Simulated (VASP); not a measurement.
Here is a VASP 6.6.1 calculation.

POSCAR

```
PbS
1.0
    2.0637484140     -5.8692756716      0.0000000000
    2.0637484140      5.8692756716      0.0000000000
    0.0000000000      0.0000000000      4.2604423670
Pb S
2 2
Direct
    0.8722772603      0.1277227397      0.7500000000
    0.1277227397      0.8722772603      0.2500000000
    0.6436799884      0.3563200116      0.7500000000
    0.3563200116      0.6436799884      0.2500000000
```

File INCAR.step1:

```
SYSTEM = PbS
ALGO = Normal ; EDIFF = 1E-4
ENCUT = 520 ; GGA = PE
ISMEAR = 0 ; LASPH = .True.
LCHARG = .False. ; LREAL = .False.
LWAVE = .True. ; NBANDS = 28
NELM = 60 ; PREC = Accurate
SIGMA = 0.01
```

Contents of INCAR.step2:

```
SYSTEM = PbS
ALGO = Normal ; EDIFF = 1E-6
ENCUT = 520 ; ISIF = 2
ISMEAR = 0 ; ISTART = 1
LASPH = .True. ; LCHARG = .False.
LMIXTAU = .True. ; LREAL = .False.
LWAVE = .False. ; METAGGA = R2SCAN
NBANDS = 28 ; NELM = 60
PREC = Accurate ; SIGMA = 0.01
```

The input KPOINTS:

```
k-points
0
Gamma
  6 6 6
  0 0 0
```

Potentials or basis: VASP PAW PBE potentials, release 64 (Pb_d, S).

Run with:

```bash
$ cat potpaw_PBE.64/Pb_d/POTCAR potpaw_PBE.64/S/POTCAR > POTCAR
$ cp INCAR.step1 INCAR
$ mpirun -np 1 vasp_std > vasp.out
$ cp INCAR.step2 INCAR
$ mpirun -np 1 vasp_std > vasp.out
```

Task: Estimate the largest force.

Result: 0.020 eV/Å.

Task: Predict the pressure.

Result: 1.0 GPa.

Task: Estimate the band gap on the k mesh.

Result: 1.43 eV (least direct gap 1.67 eV).

Forces on the atoms (eV/Å):
```
Pb   0.000  0.020  0.000
Pb   0.000 -0.020  0.000
S    0.000 -0.008  0.000
S    0.000  0.008  0.000
```

Caveat: the PAW data sets were made with another functional, which shifts forces and pressure a little; spin-orbit coupling is left out, which moves the levels of the heavy elements. A k mesh can miss the band edges.
